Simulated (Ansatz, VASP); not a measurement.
## MgO: VASP beside Ansatz

The input INCAR:

```
ALGO = Normal
EDIFF = 1E-7
ENCUT = 520
GGA = PS
ISIF = 2
ISMEAR = 0
IVDW = 12
LASPH = True
LCHARG = False
LREAL = False
LWAVE = False
NBANDS = 11
NELM = 100
PREC = Accurate
SIGMA = 0.01
```

KPOINTS

```
k-points
0
Gamma
  8 8 8
```

POSCAR

```
MgO
1.0
    0.0000000000      2.1021674168      2.1021674168
    2.1021674168      0.0000000000      2.1021674168
    2.1021674168      2.1021674168      0.0000000000
Mg O
1 1
Direct
    0.0000000000      0.0000000000      0.0000000000
    0.5000000000      0.5000000000      0.5000000000
```

Input for Ansatz:

```yaml
crystal:
  lattice:
    - [0.0, 2.1021674168, 2.1021674168]
    - [2.1021674168, 0.0, 2.1021674168]
    - [2.1021674168, 2.1021674168, 0.0]
  atoms:
    - { symbol: Mg, position: [0.0, 0.0, 0.0] }
    - { symbol: O, position: [0.5, 0.5, 0.5] }
kpoints:
  mp_grid: { grid: [8, 8, 8] }
hamiltonian:
  xc: pbesol
  dispersion: d3bj
scf:
  occupations: { method: fixed }
  n_extra_bands: 4
output:
  forces: true
  stress: true
  eigenvalues: true
```

Alike in both runs: task single point; functional PBEsol; dispersion D3(BJ); k mesh 8 × 8 × 8; no spin polarisation.

|  | VASP | Ansatz |
| --- | --- | --- |
| version | VASP 6.6.1 | Ansatz 0.2.0 |
| potentials or method | VASP PAW PBE potentials, release 64 (Mg, O) | plane waves |
| plane-wave cutoff (eV) | 520 | 420 |
| occupations | gaussian, width 0.01 eV | fixed |
| valence electrons in the cell | 8 | 16 |

|  | VASP | Ansatz | Ansatz less VASP |
| --- | --- | --- | --- |
| gap on the k mesh at the Fermi level (eV) | 4.69 | 4.69 | -0.001 |
| pressure (GPa) | -3.8 | -3.3 | +0.48 |

VASP's potentials were made for PBE, not for PBEsol. VASP's potentials hold 8 valence electrons a cell and Ansatz's 16, so a difference there can come from the potentials and not from the codes.
